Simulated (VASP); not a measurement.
# GaSe5 (P-6m2) in VASP: notebook

GaSe5 is run at these levels: PBE; tasks: relaxation of cell and atoms, single point.

Program: VASP 6.6.1. These are calculated values, not measurements. Logs are shortened: lines on timing, memory, paths and dates and some standing lists are left out, and cuts for length are marked.

## 1. The cell of the first run

Symmetry: P-6m2, No. 187, hexagonal system. The conventional cell has a = 3.578 Å, b = 3.578 Å, c = 18.079 Å, α = 90.00°, β = 90.00°, γ = 120.00°. Within 4.7 Å of Ga (site symmetry -6m2) lie 6 Ga at 3.58 Å and 6 Se at 3.63 Å. Within 4.7 Å of Se (site symmetry 3m) lie 9 Se at 3.58 to 3.67 Å and 3 Ga at 3.63 Å. Within 4.7 Å of Se (site symmetry 3m) lie 12 Se at 3.58 to 3.67 Å. Within 4.7 Å of Se (site symmetry -6m2) lie 12 Se at 3.58 to 3.66 Å.

The cell was generated, and may not be a known phase.

## 2. Relaxation of cell and atoms, PBE

INCAR

```
SYSTEM = GaSe5
  ALGO = Normal
  EDIFF = 1E-6
  EDIFFG = -0.04
  ENCUT = 600
  GGA = PE
  IBRION = 2
  ISIF = 3
  ISMEAR = 0
  LASPH = .True.
  LCHARG = .False.
  LREAL = .False.
  LWAVE = .False.
  NELM = 80
  NSW = 90
  PREC = Accurate
  SIGMA = 0.1
```

KPOINTS

```
k-points
0
Gamma
  6 6 1
  0 0 0
```

POSCAR

```
GaSe5
1.0
    3.5776656400      0.0000000000      0.0000000000
   -1.7888328200      3.0983493300      0.0000000000
    0.0000000000      0.0000000000     18.0789843100
Ga Se
1 5
Direct
    0.0000000000      0.0000000000      0.0000000000
    0.6666666700      0.3333333300      0.8349520000
    0.0000000000      0.0000000000      0.6673210300
    0.6666666700      0.3333333300      0.5000000000
    0.0000000000      0.0000000000      0.3326789700
    0.6666666700      0.3333333300      0.1650480000
```

Potentials or basis: VASP PAW PBE potentials, release 64 (Ga_d, Se).

Command:

```sh
> cat potpaw_PBE.64/Ga_d/POTCAR potpaw_PBE.64/Se/POTCAR > POTCAR
> mpirun -np 1 vasp_std > vasp.out
```

OUTCAR:

```text
SYSTEM = GaSe5
   EDIFF = 1E-6
   EDIFFG = -0.04
   ENCUT = 600
   GGA = PE
   IBRION = 2
   ISIF = 3
   ISMEAR = 0
   LASPH = .True.
   LREAL = .False.
   NELM = 80
   NSW = 90
   PREC = Accurate

 ion  position               nearest neighbor table
   1  0.000  0.000  0.000-
   2  0.667  0.333  0.835-
   3  0.000  0.000  0.667-
   4  0.667  0.333  0.500-
   5  0.000  0.000  0.333-
   6  0.667  0.333  0.165-

  LATTYP: Found a hexagonal cell.
 ALAT       =     3.5776656400
 C/A-ratio  =     5.0532906451

  Lattice vectors:

 A1 = (   3.5776656400,   0.0000000000,   0.0000000000)
 A2 = (  -1.7888328200,   3.0983493300,   0.0000000000)
 A3 = (   0.0000000000,   0.0000000000,  18.0789843100)

Analysis of symmetry for initial positions (statically):
=====================================================================
 Subroutine PRICEL returns:
 Original cell was already a primitive cell.

 Routine SETGRP: Setting up the symmetry group for a
 hexagonal supercell.

 Subroutine GETGRP returns: Found 12 space group operations
 (whereof 12 operations were pure point group operations)
 out of a pool of 24 trial point group operations.

The static configuration has the point symmetry D_3h.

Analysis of symmetry for dynamics (positions and initial velocities):
=====================================================================
 Subroutine PRICEL returns:
 Original cell was already a primitive cell.

 Routine SETGRP: Setting up the symmetry group for a
 hexagonal supercell.

 Subroutine GETGRP returns: Found 12 space group operations
 (whereof 12 operations were pure point group operations)
 out of a pool of 24 trial point group operations.

The dynamic configuration has the point symmetry D_3h.

 Subroutine INISYM returns: Found 12 space group operations
 (whereof 12 operations are pure point group operations),
 and found     1 'primitive' translations

----------------------------------------------------------------------------------------

                                     Primitive cell

  volume of cell :     200.4030

  direct lattice vectors                    reciprocal lattice vectors
     3.577665640  0.000000000  0.000000000     0.279511866  0.161376251  0.000000000
    -1.788832820  3.098349330  0.000000000     0.000000000  0.322752503  0.000000000
[... 66 lines left out ...]
   PREC   = accura    normal or accurate (medium, high low for compatibility)
   ISTART =      0    job   : 0-new  1-cont  2-samecut
   ICHARG =      2    charge: 1-file 2-atom 10-const
   ISPIN  =      1    spin polarized calculation?
   LNONCOLLINEAR =      F non collinear calculations
   LSORBIT =      F    spin-orbit coupling
   LASPH  =      T    aspherical Exc in radial PAW
   ENCUT  =  600.0 eV  44.10 Ry    6.64 a.u.   7.15  7.15 36.11*2*pi/ulx,y,z
   NELM   =     80;   NELMIN=  2; NELMDL= -5     # of ELM steps
   EDIFF  = 0.1E-05   stopping-criterion for ELM
   LREAL  =      F    real-space projection
   EDIFFG = -.4E-01   stopping-criterion for IOM
   NSW    =     90    number of steps for IOM
   IBRION =      2    ionic relax: 0-MD 1-quasi-New 2-CG
   NFREE  =      1    steps in history (QN), initial steepest desc. (CG)
   ISIF   =      3    stress and relaxation
   ISYM   =      2    0-nonsym 1-usesym 2-fastsym
   POTIM  = 0.5000    time-step for ionic-motion
   TEBEG  =    0.0;   TEEND  =   0.0 temperature during run
   PSTRESS=    0.0 pullay stress
   NELECT =      43.0000    total number of electrons
   NUPDOWN=      -1.0000    fix difference up-down
   EMIN   =  10.00;   EMAX   =-10.00  energy-range for DOS
   EFERMI =   0.00;   METHOD = LEGACY
   ISMEAR =     0;   SIGMA  =   0.10  broadening in eV -4-tet -1-fermi 0-gaus
   EFERMI_NEDOS =   21; number of points for ismear=-14 and -15
   IALGO  =     38    algorithm
   IMIX   =      4    mixing-type and parameters
     AMIX     =   0.40;   BMIX     =  1.00
     AMIX_MAG =   1.60;   BMIX_MAG =  1.00
  volume/ion in A,a.u.               =      33.40       225.40
  Fermi-wavevector in a.u.,A,eV,Ry     =   0.980083  1.852089 13.069253  0.960563
  Thomas-Fermi vector in A             =   2.110986
   LORBIT       =      0    0 simple, 1 ext, 2 COOP (PROOUT), +10 PAW based schemes
   GGA     = PE    functional components
   LHFCALC =     F    Hartree Fock is set to
   AEXX    =    0.0000 exact exchange contribution
   IVDW    =     0    specifies the selected vdW correction
   LEPSILON=     F    determine dielectric tensor
   LRPA    =     F    only Hartree local field effects (RPA)
 conjugate gradient relaxation of ions
 non-spin polarized calculation
 Gauss-broadening in eV      SIGMA  =   0.10
  energy-cutoff  :      600.00
  volume of cell :      200.40
 maximum number of plane-waves:      6723
 NGX is ok and might be reduce to    30
   NGX = 15   NGY = 15   NGZ = 73

--------------------------------------- Ionic step        1  -------------------------------------------

 number of electron      43.0000001 magnetization

 Free energy of the ion-electron system (eV)
  ---------------------------------------------------
  ext. energy  EPLUGINS =         0.00000000
  ---------------------------------------------------
  free energy    TOTEN  =       -13.42466315 eV

  energy without entropy =      -13.35016614  energy(sigma->0) =      -13.38741465

------------------------ aborting loop because EDIFF is reached ----------------------------------------

  FORCE on cell =-STRESS in cart. coord.  units (eV):
  Direction    XX          YY          ZZ          XY          YZ          ZX
  --------------------------------------------------------------------------------------
  -------------------------------------------------------------------------------------
  Total      -11.3267122    -11.3267122    -10.8324983      0.0000000     -0.0000000      0.0000000
  in kB      -90.5545525    -90.5545525    -86.6034216      0.0000000     -0.0000000      0.0000000
  external PRESSURE =     -89.2375089 kB  Pullay stress =       0.0000000 kB
[... 510 lines left out ...]
     24       5.6128      0.00000
     25       7.2249      0.00000

[... ionic steps 4 to 41 ...]

--------------------------------------- Ionic step       42  -------------------------------------------

 number of electron      43.0000003 magnetization

------------------------ aborting loop because EDIFF is reached ----------------------------------------
[... 75 lines left out ...]
--------------------------------------- Ionic step       44  -------------------------------------------

 number of electron      43.0000003 magnetization

 Free energy of the ion-electron system (eV)
  ---------------------------------------------------
  ext. energy  EPLUGINS =         0.00000000
  ---------------------------------------------------
  free energy    TOTEN  =       -19.31162151 eV

  energy without entropy =      -19.28452838  energy(sigma->0) =      -19.29807494

 E-fermi :   4.4093     XC(G=0):  -9.8381

 val. band max:        4.3288502569   @ k =   0.3333   0.1667   0.0000
 cond. band min:       4.4544604945   @ k =   0.0000   0.0000   0.0000
 fundamental gap:      0.1256102376
 Fermi energy:         4.4092652976
[... 227 lines left out ...]
  FREE ENERGIE OF THE ION-ELECTRON SYSTEM (eV)
  ---------------------------------------------------
  free  energy   TOTEN  =       -19.3116215115 eV

  energy  without entropy=      -19.2845283757  energy(sigma->0) =      -19.29807494

 reached required accuracy - stopping structural energy minimisation
```

OSZICAR:

```text
N       E                     dE             d eps       ncg     rms          rms(c)
DAV:   1     0.331320077812E+03    0.33132E+03   -0.19255E+04   358   0.182E+03
DAV:   2     0.305245227149E+02   -0.30080E+03   -0.29658E+03   390   0.362E+02
DAV:   3    -0.108309064632E+02   -0.41355E+02   -0.40112E+02   460   0.122E+02
[... 480 lines left out ...]
DAV:   3    -0.193118757528E+02    0.80907E-03   -0.23560E-03   522   0.455E-01    0.943E-02
DAV:   4    -0.193116469336E+02    0.22882E-03   -0.73427E-04   505   0.174E-01    0.387E-02
DAV:   5    -0.193116254525E+02    0.21481E-04   -0.11961E-04   385   0.699E-02    0.206E-02
DAV:   6    -0.193116220527E+02    0.33998E-05   -0.14329E-05   489   0.262E-02    0.493E-03
DAV:   7    -0.193116215115E+02    0.54121E-06   -0.16050E-06   216   0.990E-03
  44 F= -.19311622E+02 E0= -.19298075E+02  d E =-.374648E-02
```

CONTCAR:

```text
GaSe5
   1.00000000000000
     3.6951541730162569   -0.0000000000000004   -0.0000000000000000
    -1.8475770865081285    3.2000973842923632   -0.0000000000000000
    -0.0000000000000000   -0.0000000000000000   11.6050122960759232
  Ga              Se
     1     5
Direct
     0.0000000000000000    0.0000000000000000    0.0000000000000000
     0.6666666699999979    0.3333333300000021    0.8650228284277567
     0.0000000000000000    0.0000000000000000    0.6536087319573637
     0.6666666699999979    0.3333333300000021    0.5000000000000000
     0.0000000000000000    0.0000000000000000    0.3463912680426364
     0.6666666699999979    0.3333333300000021    0.1349771715722435

  0.00000000E+00  0.00000000E+00  0.00000000E+00
  0.00000000E+00  0.00000000E+00  0.00000000E+00
  0.00000000E+00  0.00000000E+00  0.00000000E+00
  0.00000000E+00  0.00000000E+00  0.00000000E+00
  0.00000000E+00  0.00000000E+00  0.00000000E+00
  0.00000000E+00  0.00000000E+00  0.00000000E+00
```

Run time: 38 min. Hardware: 1 thread of Intel Xeon Platinum 8375C at 2.90GHz (Ice Lake), shared host; peak memory 0.4 GiB.

What came out:

```yaml
Free_energy: -19.3116 eV
Relaxed_volume: 22.87 Å³/atom
Relaxed_cell: a = 3.695 Å, b = 3.695 Å, c = 11.605 Å, α = 90.00°, β = 90.00°, γ = 120.00°
Space_group_after_relaxing_to_0.1_Å: P-6m2 (No. 187)
Energy_gained_by_relaxing: 981.2 meV/atom
Ionic_steps: 44
Pressure_after_relaxing: -0.2 GPa
Largest_force_after_relaxing: 0.015 eV/Å
Band_gap_on_the_k_mesh: zero (an odd number of electrons rules out a gap without spin polarisation)
```

Forces in eV/Å, atoms in the order of the input:
```
Ga   0.000  0.000  0.000
Se   0.000  0.000  0.015
Se   0.000  0.000  0.008
Se   0.000  0.000  0.000
Se   0.000  0.000 -0.008
Se   0.000  0.000 -0.015
```

Stress tensor (GPa, compression positive):
```
-0.10  0.00  0.00
 0.00 -0.10  0.00
 0.00  0.00 -0.27
```

Step by step:
| step | energy change (eV) | largest force (eV/Å) | pressure (GPa) | volume (Å³) |
| --- | --- | --- | --- | --- |
| 1 | 0.0000 | 0.4480 | -8.92 | 200.40 |
| 3 | -3.4630 | 0.5271 | -1.52 | 127.79 |
| 5 | -3.4824 | 0.4974 | 0.07 | 124.15 |
| 7 | -3.7944 | 0.5768 | 0.28 | 122.96 |
| 9 | -3.3459 | 4.7726 | 22.16 | 113.99 |
| 11 | -4.3963 | 1.1613 | 11.80 | 116.93 |
| 13 | -4.4198 | 1.1370 | 10.67 | 117.43 |
| 15 | -4.4629 | 1.2066 | 11.30 | 117.79 |
| 17 | -4.4714 | 1.4610 | 11.66 | 117.99 |
| 19 | -4.5698 | 1.4241 | 10.72 | 119.25 |
| 21 | -4.9179 | 1.2889 | 7.03 | 124.99 |
| 23 | -5.4224 | 1.2401 | -2.18 | 149.50 |
| 25 | -5.4781 | 1.1542 | -1.49 | 147.08 |
| 27 | -5.7287 | 0.6242 | 0.11 | 146.35 |
| 29 | -5.7513 | 0.4554 | -0.33 | 146.73 |
| 31 | -5.7852 | 0.1914 | -0.99 | 145.79 |
| 33 | -5.7972 | 0.3935 | -0.14 | 142.42 |
| 35 | -5.8448 | 0.2993 | 0.71 | 138.09 |
| 37 | -5.8555 | 0.2988 | 1.48 | 135.48 |
| 39 | -5.8828 | 0.1401 | 0.31 | 136.20 |
| 41 | -5.8844 | 0.1007 | 0.12 | 136.45 |
| 43 | -5.8853 | 0.0632 | -0.34 | 137.84 |
| 44 | -5.8870 | 0.0146 | -0.15 | 137.23 |

Final structure:
```
Ga Se
1.0
     3.69515    0.00000    0.00000
    -1.84758    3.20010    0.00000
     0.00000    0.00000   11.60501
Ga Se
1 5
Direct
  0.00000 0.00000 0.00000
  0.66667 0.33333 0.86502
  0.00000 0.00000 0.65361
  0.66667 0.33333 0.50000
  0.00000 0.00000 0.34639
  0.66667 0.33333 0.13498
```

Caveat: the volume moved by over 15 % at a fixed basis, so the end points are rough; an odd number of electrons without spin polarisation forces a metal; a magnetic or distorted state may lie lower.

## 3. Single point, PBE

This run uses another cell than the first one, of 22.48 Å³/atom.

INCAR

```
SYSTEM = GaSe5
  PREC = Accurate
  ENCUT = 520
  EDIFF = 1E-7
  ISMEAR = 0
  SIGMA = 0.1
  LREAL = .False.
  LASPH = .True.
  NELM = 80
  ALGO = Normal
  ISIF = 2
  LWAVE = .False.
  LCHARG = .False.
  GGA = PE
  NBANDS = 30
```

KPOINTS

```
Automatic mesh
0
Gamma
  12 12 4
  0 0 0
```

POSCAR

```
GaSe5
1.0
    3.7183049767      0.0000000000      0.0000000000
   -1.8591524884      3.2201465689      0.0000000000
    0.0000000000      0.0000000000     11.2639391574
Ga Se
1 5
Direct
    0.0000000000      0.0000000000      0.0000000000
    0.6666666667      0.3333333333      0.8602701417
    0.0000000000      0.0000000000      0.6567856193
    0.6666666667      0.3333333333      0.5000000000
    0.0000000000      0.0000000000      0.3432143807
    0.6666666667      0.3333333333      0.1397298583
```

Potentials or basis: VASP PAW PBE potentials, release 64 (Ga_d, Se).

Command:

```sh
> cat potpaw_PBE.64/Ga_d/POTCAR potpaw_PBE.64/Se/POTCAR > POTCAR
> mpirun -np 1 vasp_std > vasp.out
```

It took 2.9 min on 1 thread of Intel Xeon Platinum 8375C at 2.90GHz (Ice Lake), shared host; peak memory 0.36 GiB.

The run converged. Its results:

- Free energy: -19.5927 eV
- Pressure: 0.1 GPa
- Largest force: 0.017 eV/Å
- Band gap on the k mesh: zero (an odd number of electrons rules out a gap without spin polarisation)

Forces on the atoms (eV/Å):
```
Ga   0.000  0.000  0.000
Se   0.000  0.000 -0.017
Se   0.000  0.000  0.005
Se   0.000  0.000  0.000
Se   0.000  0.000 -0.005
Se   0.000  0.000  0.017
```

Levels at points of the mesh, in eV from the Fermi level:
| k point | band 17 | band 18 | band 19 | band 20 | band 21 | band 22 | band 23 | band 24 | band 25 | band 26 |
| --- | --- | --- | --- | --- | --- | --- | --- | --- | --- | --- |
| (0.00, 0.00, 0.00) | -1.10 | -1.10 | -0.78 | -0.78 | 0.17 | 0.17 | 0.50 | 0.50 | 1.65 | 1.88 |
| (0.50, 0.00, 0.00) | -2.48 | -2.44 | -1.91 | -1.72 | -0.32 | 0.08 | 0.67 | 0.98 | 1.01 | 1.25 |
| (0.00, 0.00, 0.50) | -1.27 | -0.28 | -0.28 | -0.26 | -0.26 | 0.23 | 0.41 | 0.59 | 0.59 | 2.53 |
| (0.50, 0.00, 0.50) | -2.67 | -2.30 | -1.44 | -1.12 | -1.10 | -0.71 | -0.15 | 1.53 | 1.61 | 1.70 |

Caveat: an odd number of electrons without spin polarisation forces a metal; a magnetic or distorted state may lie lower.

## 4. Single point, PBE

This run uses another cell than the first one, of 22.48 Å³/atom.

INCAR

```
  PREC = Accurate
  ENCUT = 520
  EDIFF = 1E-6
  ISMEAR = 0
  SIGMA = 0.1
  LREAL = F
  LASPH = T
  NELM = 60
  ALGO = Normal
  ISIF = 2
  LWAVE = F
  LCHARG = F
  GGA = PE
  NBANDS = 30
```

KPOINTS

```
regular mesh
0
Gamma
  12 12 4
```

POSCAR is that of step 3.

Command:

```sh
> cat potpaw_PBE.64/Ga_d/POTCAR potpaw_PBE.64/Se/POTCAR > POTCAR
> mpirun -np 1 vasp_std > vasp.out
```

It took 2.6 min on 1 thread of Intel Xeon Platinum 8375C at 2.90GHz (Ice Lake), shared host; peak memory 0.36 GiB.

It converged, with:

- Free energy: -19.5927 eV
- Pressure: 0.1 GPa
- Largest force: 0.017 eV/Å
- Band gap on the k mesh: zero (an odd number of electrons rules out a gap without spin polarisation)

Forces in eV/Å, atoms in the order of the input:
```
Ga   0.000  0.000  0.000
Se   0.000  0.000 -0.017
Se   0.000  0.000  0.005
Se   0.000  0.000  0.000
Se   0.000  0.000 -0.005
Se   0.000  0.000  0.017
```

Levels at points of the mesh, in eV from the Fermi level:
```csv
k point,band 17,band 18,band 19,band 20,band 21,band 22,band 23,band 24,band 25,band 26
"(0.00, 0.00, 0.00)",-1.10,-1.10,-0.78,-0.78,0.17,0.17,0.50,0.50,1.65,1.88
"(0.50, 0.00, 0.00)",-2.48,-2.44,-1.91,-1.72,-0.32,0.08,0.67,0.98,1.01,1.25
"(0.00, 0.00, 0.50)",-1.27,-0.28,-0.28,-0.26,-0.26,0.23,0.41,0.59,0.59,2.53
"(0.50, 0.00, 0.50)",-2.67,-2.30,-1.44,-1.12,-1.10,-0.71,-0.15,1.53,1.61,1.70
```

Caveat: an odd number of electrons without spin polarisation forces a metal; a magnetic or distorted state may lie lower.

(Part 1 of 2 ends here.)

The gap in the log of VASP goes by the Fermi energy; the results here count the filled bands.